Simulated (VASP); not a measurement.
Write the native input for VASP 6.6.1 that does the following.

```yaml
Task: single point
Functional: PBE
Potentials_or_basis: VASP PAW PBE potentials, release 64 (Ti_sv, O)
Cutoff: 520 eV
k_mesh: 5 × 4 × 4
Occupations: fermi-dirac, width 0.02 eV
Spin: no spin polarisation
Dipole_correction: no
Further_INCAR_settings: ALGO = Normal; EDIFF = 1e-06; NBANDS = 60
```

The structure of TiO2 lies in POSCAR:

```
TiO2
1.0
    4.5150000000      0.0000000000      0.0000000000
    0.0000000000      5.4970000000      0.0000000000
    0.0000000000      0.0000000000      4.9390000000
Ti O
4 8
Direct
    0.0000000000      0.1745283019      0.2500000000
    0.5000000000      0.3254716981      0.7500000000
    0.0000000000      0.8254716981      0.7500000000
    0.5000000000      0.6745283019      0.2500000000
    0.2703969330      0.3819147933      0.4196939629
    0.2296030670      0.1180852067      0.9196939629
    0.7703969330      0.1180852067      0.5803060371
    0.7296030670      0.3819147933      0.0803060371
    0.7296030670      0.6180852067      0.5803060371
    0.7703969330      0.8819147933      0.0803060371
    0.2296030670      0.8819147933      0.4196939629
    0.2703969330      0.6180852067      0.9196939629
```

One way to write it, as run:

INCAR

```
PREC     = Accurate       # precision mode
ENCUT    = 520            # plane-wave cutoff, eV
EDIFF    = 1E-6           # SCF threshold, eV
ISMEAR   = -1             # smearing method
SIGMA    = 0.02           # smearing width, eV
LREAL    = False          # projectors in reciprocal space
LASPH    = True           # aspherical terms in the spheres
NELM     = 80             # most SCF steps
ALGO     = Normal         # electronic algorithm
ISIF     = 2              # what is computed and relaxed
LWAVE    = False          # write WAVECAR
LCHARG   = False          # write CHGCAR
GGA      = PE             # functional
NBANDS   = 60             # bands
```

KPOINTS

```
Automatic mesh
0
Gamma
  5 4 4
```

Potentials or basis: VASP PAW PBE potentials, release 64 (Ti_sv, O).

Launch:

```console
$ cat potpaw_PBE.64/Ti_sv/POTCAR potpaw_PBE.64/O/POTCAR > POTCAR
$ mpirun -np 1 vasp_std > vasp.out
```

Results of the run:

| Item | Value |
| --- | --- |
| Pressure | 5.9 GPa |
| Largest force | 0.035 eV/Å |
| Band gap on the k mesh | 2.61 eV (least direct gap 2.64 eV) |

Caveat: the cell stands under pressure.

Wall time 3.3 min on 1 thread of Intel(R) Xeon(R) Platinum 8175M CPU @ 2.50GHz (Skylake/Cascade Lake) (shared host), peak memory 0.31 GiB.
